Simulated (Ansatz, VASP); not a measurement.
## TaSi2 in VASP and in Ansatz

File POSCAR:

```
TaSi2
1.0
    0.0000000000      3.5191448776      3.5191448776
    3.5191448776      0.0000000000      3.5191448776
    3.5191448776      3.5191448776      0.0000000000
Ta Si
2 4
Direct
    0.0000000000      0.0000000000      0.0000000000
    0.2500000000      0.2500000000      0.2500000000
    0.6250000000      0.6250000000      0.6250000000
    0.1250000000      0.6250000000      0.6250000000
    0.6250000000      0.6250000000      0.1250000000
    0.6250000000      0.1250000000      0.6250000000
```

INCAR.step1

```
SYSTEM = TaSi2
PREC = Accurate
ENCUT = 600
ISMEAR = 0
SIGMA = 0.1
LREAL = .False.
LASPH = .True.
NELM = 80
GGA = PE
ALGO = Normal
EDIFF = 1E-4
LWAVE = .True.
LCHARG = .False.
```

The input INCAR.step2:

```
SYSTEM = TaSi2
PREC = Accurate
ENCUT = 600
EDIFF = 1E-7
ISMEAR = 0
SIGMA = 0.1
LREAL = .False.
LASPH = .True.
NELM = 80
ALGO = Normal
ISIF = 3
LWAVE = .False.
LCHARG = .False.
METAGGA = R2SCAN
LMIXTAU = .True.
IBRION = 2
NSW = 90
EDIFFG = -0.04
ISTART = 1
```

File KPOINTS:

```
Automatic mesh
0
Gamma
  4 4 4
  0 0 0
```

Input for Ansatz:

```yaml
crystal:
  lattice:
    - [0.0, 3.5191448776, 3.5191448776]
    - [3.5191448776, 0.0, 3.5191448776]
    - [3.5191448776, 3.5191448776, 0.0]
  atoms:
    - { symbol: Ta, position: [0.0, 0.0, 0.0] }
    - { symbol: Ta, position: [0.25, 0.25, 0.25] }
    - { symbol: Si, position: [0.625, 0.625, 0.625] }
    - { symbol: Si, position: [0.125, 0.625, 0.625] }
    - { symbol: Si, position: [0.625, 0.625, 0.125] }
    - { symbol: Si, position: [0.625, 0.125, 0.625] }
basis:
  ecutwfc: 500
kpoints:
  mp_grid: { grid: [4, 4, 4] }
hamiltonian:
  xc: r2scan
scf:
  occupations: { method: gaussian, width: 0.1 }
  lower_state_search: "off"
output:
  forces: true
  stress: true
  eigenvalues: true
relax:
  adjacent_minimum: "off"
  f_tol: 0.04
  max_steps: 70
  cell: { stress_tol: 0.4 }
```

Alike in both runs: task relaxation of cell and atoms; functional r2SCAN; k mesh 4 × 4 × 4; occupations gaussian, width 0.1 eV; no spin polarisation.

```csv
,VASP,Ansatz
version,VASP 6.6.1,Ansatz 0.2.0
potentials or method,"VASP PAW PBE potentials, release 64 (Ta_pv, Si), cutoff 600 eV","scalar-relativistic, plane waves, PAW"
valence electrons in the cell,38,42
```

```csv
,VASP,Ansatz,Ansatz less VASP
"gap on the k mesh at the Fermi level, each at its own relaxed structure (eV)",none,none,-
relaxed volume (Å³/atom),13.67,13.63,-0.040
relaxed cell length with the largest relative difference (Å),4.877,4.872,-0.0048
```

VASP's potentials were made for PBE, not for r2SCAN. A gap of «none» marks a metal or a gap that the smearing closes. VASP's potentials hold 38 valence electrons a cell and Ansatz's 42, so a difference there can come from the potentials and not from the codes.

The k mesh is coarse, so the values compare programs but aren't converged. Neither program's run includes spin-orbit coupling.
